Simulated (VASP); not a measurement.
A run of VASP 6.6.1 is set up as follows.

INCAR

```
SYSTEM = KBr
  ALGO = Normal
  EDIFF = 1E-6
  ENCUT = 500
  GGA = RP
  GGA_COMPAT = .FALSE.
  ISIF = 2
  ISMEAR = 0
  LASPH = .TRUE.
  LCHARG = .TRUE.
  LELF = .TRUE.
  LREAL = .FALSE.
  LVHAR = .TRUE.
  LWAVE = .FALSE.
  NBANDS = 15
  NELM = 120
  PREC = Accurate
  SIGMA = 0.01
```

Contents of KPOINTS:

```
k-points
0
G
  6 6 6
  0 0 0
```

Contents of POSCAR:

```
KBr
1.0
    0.0000000000      3.4595670236      3.4595670236
    3.4595670236      0.0000000000      3.4595670236
    3.4595670236      3.4595670236      0.0000000000
K Br
1 1
Direct
    0.0000000000      0.0000000000      0.0000000000
    0.5000000000      0.5000000000      0.5000000000
```

Potentials or basis: VASP PAW PBE potentials, release 64 (K_sv, Br).

Command:

```sh
$ cat potpaw_PBE.64/K_sv/POTCAR potpaw_PBE.64/Br/POTCAR > POTCAR
$ mpirun -np 1 vasp_std > vasp.out
```

Q: Predict the pressure.

A: 0.0 GPa.

Q: What does it give for the band gap on the k mesh?

A: 4.40 eV.

Caveat: the PAW data sets were made with another functional, which shifts forces and pressure a little. RPBE gaps usually lie below the measured ones, often by a third to a half.
